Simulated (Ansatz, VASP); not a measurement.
Ni3Ge: VASP beside Ansatz

```
Ni Ge
1.0
     3.53262    0.00000    0.00000
     0.00000    3.53262    0.00000
     0.00000    0.00000    3.53262
Ni Ge
3 1
Direct
  0.50000 0.00000 0.50000
  0.00000 0.50000 0.50000
  0.50000 0.50000 0.00000
  0.00000 0.00000 0.00000
```

Alike in both runs: functional r2SCAN; k mesh 12 × 12 × 12; occupations gaussian, width 0.1 eV; no spin polarisation.

Ansatz relaxed the structure, and its values are those at the end. VASP's run is a single point on that final structure, the one shown.

|  | VASP | Ansatz |
| --- | --- | --- |
| version | VASP 6.6.1 | Ansatz 0.2.0 |
| potentials or method | VASP PAW PBE potentials, release 64 (Ni, Ge_d), cutoff 520 eV | scalar-relativistic, plane waves, PAW |
| valence electrons in the cell | 44 | 68 |

```tsv
	VASP	Ansatz	Ansatz less VASP
gap on the k mesh at the Fermi level (eV)	none	none	-
pressure (GPa)	0.4	0.0	-0.36
```

VASP's potentials were made for PBE, not for r2SCAN. A gap of «none» marks a metal or a gap that the smearing closes. With one functional, cell and mesh, what is left measures potentials, basis and numerics. VASP's potentials hold 44 valence electrons a cell and Ansatz's 68, so a difference there can come from the potentials and not from the codes.
